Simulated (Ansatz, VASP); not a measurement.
## TiAl2 in VASP and in Ansatz

The input INCAR:

```
ALGO = Normal
DIPOL = 0.5 0.5 0.497
EDIFF = 1E-6
ENCUT = 520
GGA = PS
IDIPOL = 3
ISIF = 2
ISMEAR = 0
LASPH = True
LCHARG = False
LDIPOL = True
LREAL = False
LWAVE = False
NBANDS = 48
NELM = 100
PREC = Accurate
SIGMA = 0.1
```

Contents of KPOINTS:

```
k-points
0
Gamma
  1 9 1
```

File POSCAR:

```
TiAl2
1.0
    3.9006678799      0.0000000000      0.0000000000
    0.0000000000      3.9724249773      0.0000000000
    0.0000000000      0.0000000000     25.1697036736
Al Ti
8 4
Direct
    0.5000000000      0.0000000000      0.2979772864
    0.0000000000      0.5000000000      0.2979772864
    0.5000000000      0.5000000000      0.3807725326
    0.0000000000      0.5000000000      0.4546078495
    0.0000000000      0.0000000000      0.5374030957
    0.5000000000      0.5000000000      0.5374030957
    0.0000000000      0.5000000000      0.6201983419
    0.5000000000      0.5000000000      0.6940336588
    0.0000000000      0.0000000000      0.3727834778
    0.5000000000      0.0000000000      0.4625969043
    0.5000000000      0.0000000000      0.6122092870
    0.0000000000      0.0000000000      0.7020227136
```

Input for Ansatz:

```yaml
crystal:
  lattice:
    - [3.9006678799, 0.0, 0.0]
    - [0.0, 3.9724249773, 0.0]
    - [0.0, 0.0, 25.1697036736]
  atoms:
    - { symbol: Al, position: [0.5, 0.0, 0.2979772864] }
    - { symbol: Al, position: [0.0, 0.5, 0.2979772864] }
    - { symbol: Ti, position: [0.0, 0.0, 0.3727834778] }
    - { symbol: Al, position: [0.5, 0.5, 0.3807725326] }
    - { symbol: Al, position: [0.0, 0.5, 0.4546078495] }
    - { symbol: Ti, position: [0.5, 0.0, 0.4625969043] }
    - { symbol: Al, position: [0.0, 0.0, 0.5374030957] }
    - { symbol: Al, position: [0.5, 0.5, 0.5374030957] }
    - { symbol: Ti, position: [0.5, 0.0, 0.612209287] }
    - { symbol: Al, position: [0.0, 0.5, 0.6201983419] }
    - { symbol: Al, position: [0.5, 0.5, 0.6940336588] }
    - { symbol: Ti, position: [0.0, 0.0, 0.7020227136] }
basis:
  ecutwfc: 420
kpoints:
  mp_grid: { grid: [1, 9, 1] }
hamiltonian:
  xc: pbesol
scf:
  occupations: { method: gaussian, width: 0.1 }
output:
  forces: true
  stress: true
  eigenvalues: true
efield:
  axis: 3
  dipole_correction: true
  ramp_width: 0.04
```

Alike in both runs: task single point; functional PBEsol; k mesh 1 × 9 × 1; occupations gaussian, width 0.1 eV; no spin polarisation.

|  | VASP | Ansatz |
| --- | --- | --- |
| version | VASP 6.6.1 | Ansatz 0.2.0 |
| potentials or method | VASP PAW PBE potentials, release 64 (Al, Ti_sv), cutoff 520 eV | scalar-relativistic, plane waves, PAW |
| valence electrons in the cell | 72 | 72 |

|  | VASP | Ansatz | Ansatz less VASP |
| --- | --- | --- | --- |
| gap on the k mesh at the Fermi level (eV) | none | none | - |
| rms of the force components (eV/Å) | 0.321 | 0.321 | +0.0002 |

VASP's potentials were made for PBE, not for PBEsol. A gap of «none» marks a metal or a gap that the smearing closes.
